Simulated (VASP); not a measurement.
Si5C:

```
Si C
1.0
     3.23526    0.00000    0.00000
     0.00000    3.59552    0.00000
     0.00000    0.00000    7.35665
Si C
5 1
Direct
  0.50000 0.50000 0.33731
  0.00000 0.00000 0.25359
  0.50000 0.50000 0.66269
  0.00000 0.00000 0.74641
  0.50000 0.50000 0.00000
  0.00000 0.00000 0.00000
```

The cell was generated, and may not be a known phase.

- Program: VASP 6.6.1
- Task: relaxation of cell and atoms
- Functional: PBE
- Potentials or basis: VASP PAW PBE potentials, release 64 (Si, C)
- Cutoff: 600 eV
- k mesh: 6 × 6 × 4
- Occupations: gaussian, width 0.1 eV
- Spin: no spin polarisation

At the start: pressure 0.2 GPa; volume 14.26 Å³/atom.

**Question.** How do energy, volume and symmetry change on relaxing?

**Answer.** Over 6 steps the energy falls by 2.4 meV/atom and the volume is 14.38 Å³/atom (+0.8 %); space group Pmmm (No. 47, to 0.1 Å) before and after.

Step by step:
| step | energy change (eV) | largest force (eV/Å) | pressure (GPa) | volume (Å³) |
| --- | --- | --- | --- | --- |
| 1 | 0.0000 | 0.2566 | 0.23 | 85.58 |
| 2 | -0.0098 | 0.0678 | 0.69 | 85.82 |
| 3 | -0.0098 | 0.0524 | 0.67 | 85.81 |
| 4 | -0.0138 | 0.0147 | -0.42 | 86.67 |
| 5 | -0.0139 | 0.0127 | -0.27 | 86.55 |
| 6 | -0.0145 | 0.0167 | -0.01 | 86.30 |

Final structure:
```
Si C
1.0
     3.28259    0.00000    0.00000
     0.00000    3.56726    0.00000
     0.00000    0.00000    7.36953
Si C
5 1
Direct
  0.50000 0.50000 0.33646
  0.00000 0.00000 0.25160
  0.50000 0.50000 0.66354
  0.00000 0.00000 0.74840
  0.50000 0.50000 0.00000
  0.00000 0.00000 0.00000
```
